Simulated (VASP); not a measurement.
# HfH2: single point with PBEsol

HfH2:

```xyz
6
Lattice="3.4296 0.0000 0.0000 0.0000 3.4296 0.0000 0.0000 0.0000 4.2631" Properties=species:S:1:pos:R:3 pbc="T T T"
Hf    0.0000    0.0000    0.0000
Hf    1.7148    1.7148    2.1315
H     0.0000    1.7148    1.0658
H     1.7148    0.0000    1.0658
H     1.7148    0.0000    3.1973
H     0.0000    1.7148    3.1973
```

This cell differs from its parent crystal: biaxial strain in the a-b plane: -1.0 %.

* Program: VASP 6.6.1
* Task: single point
* Functional: PBEsol
* Potentials or basis: VASP PAW PBE potentials, release 64 (Hf_pv, H)
* Cutoff: 520 eV
* k mesh: 10 × 10 × 8
* Occupations: gaussian, width 0.1 eV
* Spin: no spin polarisation

```json
{
  "Pressure": "1.8 GPa",
  "Band gap on the k mesh": "zero (bands 12 and 13 overlap by 1.17 eV)"
}
```

Stress tensor (GPa, compression positive):
```
2.54 0.00 0.00
0.00 2.54 0.00
0.00 0.00 0.26
```

Levels at points of the mesh, in eV from the Fermi level:
```tsv
k point	band 9	band 10	band 11	band 12	band 13	band 14	band 15	band 16
(0.00, 0.00, 0.00)	-4.18	-4.01	-1.22	-0.51	-0.51	0.37	1.90	3.38
(0.50, 0.00, 0.00)	-5.31	-5.31	-1.49	-1.49	0.87	0.87	1.75	1.75
(0.50, 0.50, 0.00)	-5.73	-5.73	-4.33	-4.33	4.14	4.14	4.37	4.37
(0.00, 0.00, 0.50)	-6.08	-6.08	0.67	0.67	0.77	0.77	0.77	0.77
(0.50, 0.00, 0.50)	-5.15	-5.15	-0.92	-0.92	0.64	0.64	3.99	3.99
(0.50, 0.50, 0.50)	-6.33	-6.33	-2.54	-2.54	1.37	1.37	4.18	4.18
```

Wall time 41 s on 1 thread of Intel(R) Xeon(R) 6975P-C (Granite Rapids) (shared host), peak memory 0.23 GiB.

Caveat: the cell differs from its parent crystal (biaxial strain in the a-b plane: -1.0 %); the PAW data sets were made with another functional, which shifts forces and pressure a little; spin-orbit coupling is left out, which moves the levels of the heavy elements.
